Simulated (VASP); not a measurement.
# SrFe3 (Cmmm) in VASP: single point with PBEsol

Aim: the single point of SrFe3 with PBEsol.

All numbers are computed with VASP 6.6.1; they aren't measurements. Logs are shortened: lines on timing, memory, paths and dates and some standing lists are left out, and cuts for length are marked.

## Step 1: The cell of the first run

The structure is orthorhombic, space group Cmmm (No. 65). The conventional cell has a = 5.573 Å, b = 5.743 Å, c = 4.001 Å, α = 90.00°, β = 90.00°, γ = 90.00°. Within 3.7 Å of Sr (site symmetry mmm) lie 12 Fe at 2.79 to 2.87 Å. Within 3.7 Å of Fe (site symmetry 2/m) lie 8 Fe at 2.79 to 2.87 Å and 4 Sr at 2.83 Å. Within 3.7 Å of Fe (site symmetry mmm) lie 4 Sr at 2.79 to 2.87 Å and 8 Fe at 2.83 Å.

## Step 2: Single point, PBEsol, collinear spin, ferromagnetic start

File INCAR:

```
SYSTEM = SrFe3
PREC = Accurate
ENCUT = 520
EDIFF = 1E-6
ISMEAR = 0
SIGMA = 0.05
LREAL = .FALSE.
LASPH = .TRUE.
NELM = 150
ALGO = Fast
ISIF = 2
LWAVE = .FALSE.
LCHARG = .FALSE.
ISPIN = 2
MAGMOM = 0 2.84 2.84 2.84
LORBIT = 11
LMAXMIX = 4
GGA = PS
NBANDS = 29
```

File KPOINTS:

```
Automatic mesh
0
G
  8 8 8
  0 0 0
```

File POSCAR:

```
SrFe3
1.0
    4.0010608468      0.0600159127      0.0000000000
    0.0600159127      4.0010608468      0.0000000000
    0.0000000000      0.0000000000      4.0010608468
Sr Fe
1 3
Direct
    0.0000000000      0.0000000000      0.0000000000
    0.0000000000      0.5000000000      0.5000000000
    0.5000000000      0.5000000000      0.0000000000
    0.5000000000      0.0000000000      0.5000000000
```

Potentials or basis: VASP PAW PBE potentials, release 64 (Sr_sv, Fe).

Launch:

```
$ cat potpaw_PBE.64/Sr_sv/POTCAR potpaw_PBE.64/Fe/POTCAR > POTCAR
$ mpirun -np 1 vasp_std > vasp.out
```

OUTCAR:

```text
SYSTEM = SrFe3
   PREC = Accurate
   ENCUT = 520
   EDIFF = 1E-6
   ISMEAR = 0
   LREAL = .FALSE.
   LASPH = .TRUE.
   NELM = 150
   ISIF = 2
   ISPIN = 2
   LORBIT = 11
   GGA = PS

 ion  position               nearest neighbor table
   1  0.000  0.000  0.000-   3 2.79   3 2.79   2 2.83   4 2.83   2 2.83   2 2.83   2 2.83   4 2.83
                             4 2.83   4 2.83   3 2.87   3 2.87
   2  0.000  0.500  0.500-   4 2.79   4 2.79   1 2.83   3 2.83   1 2.83   1 2.83   1 2.83   3 2.83
                             3 2.83   3 2.83   4 2.87   4 2.87
   3  0.500  0.500  0.000-   1 2.79   1 2.79   2 2.83   4 2.83   2 2.83   4 2.83   4 2.83   4 2.83
                             2 2.83   2 2.83   1 2.87   1 2.87
   4  0.500  0.000  0.500-   2 2.79   2 2.79   1 2.83   3 2.83   1 2.83   3 2.83   3 2.83   1 2.83
                             3 2.83   1 2.83   2 2.87   2 2.87

  LATTYP: Found a base centered orthorhombic cell.
 ALAT       =     5.5734791957
 B/A-ratio  =     1.0304568528
 C/A-ratio  =     0.7178749048

  Lattice vectors:

 A1 = (  -0.0600159127,  -4.0010608468,   0.0000000000)
 A2 = (   4.0010608468,   0.0600159127,   0.0000000000)
 A3 = (   0.0000000000,   0.0000000000,   4.0010608468)

Analysis of symmetry for initial positions (statically):
=====================================================================
 Subroutine PRICEL returns:
 Original cell was already a primitive cell.

 Routine SETGRP: Setting up the symmetry group for a
 base centered orthorhombic supercell.

 Subroutine GETGRP returns: Found  8 space group operations
 (whereof  8 operations were pure point group operations)
 out of a pool of  8 trial point group operations.

The static configuration has the point symmetry D_2h.

Analysis of symmetry for dynamics (positions and initial velocities):
=====================================================================
 Subroutine PRICEL returns:
 Original cell was already a primitive cell.

 Routine SETGRP: Setting up the symmetry group for a
 base centered orthorhombic supercell.

 Subroutine GETGRP returns: Found  8 space group operations
 (whereof  8 operations were pure point group operations)
 out of a pool of  8 trial point group operations.

The dynamic configuration has the point symmetry D_2h.

Analysis of structural, dynamic, and magnetic symmetry:
=====================================================================
 Subroutine PRICEL returns:
 Original cell was already a primitive cell.

 Routine SETGRP: Setting up the symmetry group for a
 base centered orthorhombic supercell.

 Subroutine GETGRP returns: Found  8 space group operations
 (whereof  8 operations were pure point group operations)
 out of a pool of  8 trial point group operations.

The overall configuration has the point symmetry D_2h.

 Subroutine INISYM returns: Found  8 space group operations
 (whereof  8 operations are pure point group operations),
 and found     1 'primitive' translations

----------------------------------------------------------------------------------------

                                     Primitive cell

  volume of cell :      64.0365

  direct lattice vectors                    reciprocal lattice vectors
     4.001060847  0.060015913  0.000000000     0.249989962 -0.003749849  0.000000000
     0.060015913  4.001060847  0.000000000    -0.003749849  0.249989962  0.000000000
     0.000000000  0.000000000  4.001060847     0.000000000  0.000000000  0.249933715

  length of vectors
     4.001510941  4.001510941  4.001060847     0.250018085  0.250018085  0.249933715

  position of ions in fractional coordinates (direct lattice)
     0.000000000  0.000000000  0.000000000
     1.000000000  0.500000000  0.500000000
     0.500000000  0.500000000  0.000000000
     0.500000000  1.000000000  0.500000000

  ion indices of the primitive-cell ions
   primitive index   ion index
                 1           1
                 2           2
                 3           3
                 4           4

----------------------------------------------------------------------------------------

 KPOINTS: Automatic mesh

Automatic generation of k-mesh.
[... 24 lines left out ...]
  0.125000  0.000000  0.000000      4.000000
  0.250000  0.000000  0.000000      4.000000
  0.375000  0.000000  0.000000      4.000000
  0.500000  0.000000  0.000000      2.000000
  0.125000  0.125000  0.000000      2.000000
[... 16 lines left out ...]
  0.125000  0.000000  0.125000      8.000000
  0.250000  0.000000  0.125000      8.000000
 [... further k-points ...]
   k-points           NKPTS =    105   k-points in BZ     NKDIM =    105   number of bands    NBANDS=     29
   number of dos      NEDOS =    301   number of ions     NIONS =      4
   total plane-waves  NPLWV =  27000
   dimension x,y,z NGX =    30 NGY =   30 NGZ =   30
   dimension x,y,z NGXF=    60 NGYF=   60 NGZF=   60
   ions per type =               1   3
   NGX,Y,Z   is equivalent  to a cutoff of  12.46, 12.46, 12.47 a.u.
   NGXF,Y,Z  is equivalent  to a cutoff of  24.93, 24.93, 24.93 a.u.
 SYSTEM =  SrFe3
   PREC   = accura    normal or accurate (medium, high low for compatibility)
   ISTART =      0    job   : 0-new  1-cont  2-samecut
   ICHARG =      2    charge: 1-file 2-atom 10-const
   ISPIN  =      2    spin polarized calculation?
   LNONCOLLINEAR =      F non collinear calculations
   LSORBIT =      F    spin-orbit coupling
   LASPH  =      T    aspherical Exc in radial PAW
   ENCUT  =  520.0 eV  38.22 Ry    6.18 a.u.   7.44  7.44  7.44*2*pi/ulx,y,z
   NELM   =    150;   NELMIN=  2; NELMDL= -5     # of ELM steps
   EDIFF  = 0.1E-05   stopping-criterion for ELM
   LREAL  =      F    real-space projection
   EDIFFG = 0.1E-04   stopping-criterion for IOM
   NSW    =      0    number of steps for IOM
   IBRION =     -1    ionic relax: 0-MD 1-quasi-New 2-CG
   NFREE  =      0    steps in history (QN), initial steepest desc. (CG)
   ISIF   =      2    stress and relaxation
   ISYM   =      2    0-nonsym 1-usesym 2-fastsym
   POTIM  = 0.5000    time-step for ionic-motion
   TEBEG  =    0.0;   TEEND  =   0.0 temperature during run
   PSTRESS=    0.0 pullay stress
   NELECT =      34.0000    total number of electrons
   NUPDOWN=      -1.0000    fix difference up-down
   EMIN   =  10.00;   EMAX   =-10.00  energy-range for DOS
   EFERMI =   0.00;   METHOD = LEGACY
   ISMEAR =     0;   SIGMA  =   0.05  broadening in eV -4-tet -1-fermi 0-gaus
   EFERMI_NEDOS =   21; number of points for ismear=-14 and -15
   IALGO  =     68    algorithm
   IMIX   =      4    mixing-type and parameters
     AMIX     =   0.40;   BMIX     =  1.00
     AMIX_MAG =   1.60;   BMIX_MAG =  1.00
  volume/ion in A,a.u.               =      16.01       108.03
  Fermi-wavevector in a.u.,A,eV,Ry     =   1.325639  2.505094 23.909768  1.757318
  Thomas-Fermi vector in A             =   2.455085
   LORBIT       =     11    0 simple, 1 ext, 2 COOP (PROOUT), +10 PAW based schemes
   GGA     = PS    functional components
   LHFCALC =     F    Hartree Fock is set to
   AEXX    =    0.0000 exact exchange contribution
   IVDW    =     0    specifies the selected vdW correction
   LEPSILON=     F    determine dielectric tensor
   LRPA    =     F    only Hartree local field effects (RPA)
 spin polarized calculation
 RMM-DIIS sequential band-by-band and
 Gauss-broadening in eV      SIGMA  =   0.05
  energy-cutoff  :      520.00
  volume of cell :       64.04
 maximum number of plane-waves:      1755
 NGX is ok and might be reduce to    30
   NGX = 15   NGY = 15   NGZ = 15

 number of electron      34.0000030 magnetization       7.4598080

 Free energy of the ion-electron system (eV)
  ---------------------------------------------------
  ext. energy  EPLUGINS =         0.00000000
  ---------------------------------------------------
  free energy    TOTEN  =       -24.64571328 eV

  energy without entropy =      -24.63899720  energy(sigma->0) =      -24.64235524

 E-fermi :   4.5134     XC(G=0): -11.7031

 val. band max:        4.5132698533   @ k =  -0.3750   0.1250   0.3750
 cond. band min:       4.5140046187   @ k =   0.1250   0.0000   0.1250
 fundamental gap:      0.0007347653
 Fermi energy:         4.5133638343

 spin component 1

 k-point     1 :       0.0000    0.0000    0.0000
  band No.  band energies     occupation
      1     -29.3107      1.00000
      2     -11.5879      1.00000
      3     -11.5549      1.00000
      4     -11.5263      1.00000
      5      -2.1116      1.00000
      6       0.3686      1.00000
[... 757 lines left out ...]
     28      12.5791      0.00000
     29      12.9056      0.00000

 [... further k-points ...]

 spin component 2

 k-point     1 :       0.0000    0.0000    0.0000
  band No.  band energies     occupation
      1     -29.3565      1.00000
      2     -11.6451      1.00000
      3     -11.6166      1.00000
      4     -11.5912      1.00000
      5      -1.8279      1.00000
      6       1.6121      1.00000
[... 757 lines left out ...]
     28      13.0201      0.00000
     29      13.5465      0.00000

 [... further k-points ...]

------------------------ aborting loop because EDIFF is reached ----------------------------------------

  FORCE on cell =-STRESS in cart. coord.  units (eV):
  Direction    XX          YY          ZZ          XY          YZ          ZX
  --------------------------------------------------------------------------------------
  -------------------------------------------------------------------------------------
  Total        0.1632208      0.1632208      0.1148079     -0.3850037      0.0000000      0.0000000
  in kB        4.0837427      4.0837427      2.8724641     -9.6326934      0.0000000      0.0000000
  external PRESSURE =       3.6799832 kB  Pullay stress =       0.0000000 kB

 VOLUME and BASIS-vectors are now :
 -----------------------------------------------------------------------------
  energy-cutoff  :      520.00
  volume of cell :       64.04
      direct lattice vectors                 reciprocal lattice vectors
     4.001060847  0.060015913  0.000000000     0.249989962 -0.003749849  0.000000000
     0.060015913  4.001060847  0.000000000    -0.003749849  0.249989962  0.000000000
     0.000000000  0.000000000  4.001060847     0.000000000  0.000000000  0.249933715

 POSITION                                       TOTAL-FORCE (eV/Angst)
 -----------------------------------------------------------------------------------
      0.00000      0.00000      0.00000        -0.000000      0.000000      0.000000
      0.03001      2.00053      2.00053        -0.000000     -0.000000      0.000000
      2.03054      2.03054      0.00000         0.000000      0.000000      0.000000
      2.00053      0.03001      2.00053        -0.000000      0.000000      0.000000
 -----------------------------------------------------------------------------------
    total drift:                                0.000000      0.000000     -0.000000

  FREE ENERGIE OF THE ION-ELECTRON SYSTEM (eV)
  ---------------------------------------------------
  free  energy   TOTEN  =       -24.6457132779 eV

  energy  without entropy=      -24.6389971960  energy(sigma->0) =      -24.64235524

 total charge

# of ion       s       p       d       tot
------------------------------------------
    1        2.091   5.728   0.531   8.350
    2        0.441   0.313   6.192   6.946
    3        0.440   0.313   6.194   6.947
    4        0.441   0.313   6.192   6.946
--------------------------------------------------
tot          3.412   6.668  19.109  29.189

 magnetization (x)

# of ion       s       p       d       tot
------------------------------------------
    1       -0.009  -0.002  -0.078  -0.089
    2       -0.004  -0.015   2.551   2.532
    3       -0.004  -0.015   2.548   2.528
    4       -0.004  -0.015   2.551   2.532
--------------------------------------------------
tot         -0.022  -0.048   7.572   7.503
```

It took 8.1 min on 1 thread of Intel Xeon Platinum 8259CL at 2.50GHz (Skylake/Cascade Lake), shared host; peak memory 0.4 GiB.

Results:

| Item | Value |
| --- | --- |
| Free energy | -24.6457 eV |
| Pressure | 0.4 GPa |
| Net moment | 7.46 μB per cell |
| Site moments | Sr -0.09; Fe +2.53 μB |
| Valence electrons inside the program's atomic spheres | Sr 8.35; Fe 6.95 |

Stress tensor (GPa, compression positive):
```
 0.41 -0.96  0.00
-0.96  0.41  0.00
 0.00  0.00  0.29
```

Caveat: the PAW data sets were made with another functional, which shifts forces and pressure a little.
